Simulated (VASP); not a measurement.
Input of a VASP 6.6.1 run:

Contents of INCAR:

```
ALGO     = Fast           # electronic algorithm
DIPOL    = 0.5 0.5 0.500
EDIFF    = 1E-6           # SCF threshold, eV
EDIFFG   = -0.02          # ionic threshold
ENCUT    = 520            # plane-wave cutoff, eV
GGA      = PS             # functional
IBRION   = 2              # ionic algorithm
IDIPOL   = 3            
ISIF     = 2              # what is computed and relaxed
ISMEAR   = 0              # smearing method
LASPH    = T              # aspherical terms in the spheres
LCHARG   = F              # write CHGCAR
LDIPOL   = T            
LREAL    = F              # projectors in reciprocal space
LWAVE    = F              # write WAVECAR
NELM     = 80             # most SCF steps
NSW      = 80             # ionic steps
PREC     = Accurate       # precision mode
SIGMA    = 0.1            # smearing width, eV
```

KPOINTS

```
k-points
0
Gamma
  12 12 1
```

File POSCAR:

```
AlCo
1.0
    2.8225855363      0.0000000000      0.0000000000
    0.0000000000      2.8225855363      0.0000000000
    0.0000000000      0.0000000000     24.8790493771
Co Al
4 4
Direct
    0.5000000000      0.5000000000      0.3014584636
    0.5000000000      0.5000000000      0.4149107701
    0.5000000000      0.5000000000      0.5283630766
    0.5000000000      0.5000000000      0.6418153832
    0.0000000000      0.0000000000      0.3581846168
    0.0000000000      0.0000000000      0.4716369234
    0.0000000000      0.0000000000      0.5850892299
    0.0000000000      0.0000000000      0.6985415364
```

Potentials or basis: VASP PAW PBE potentials, release 64 (Co, Al).

Command:

```sh
$ cat potpaw_PBE.64/Co/POTCAR potpaw_PBE.64/Al/POTCAR > POTCAR
$ mpirun -np 1 vasp_std > vasp.out
```

(1) Predict the band gap on the k mesh.

(2) What does it give for the energy gained by relaxing?

Results:

(1) zero (bands 24 and 25 overlap by 0.81 eV).

(2) 9.9 meV/atom.

Caveat: the run has no spin polarisation, though such a crystal can be magnetic.
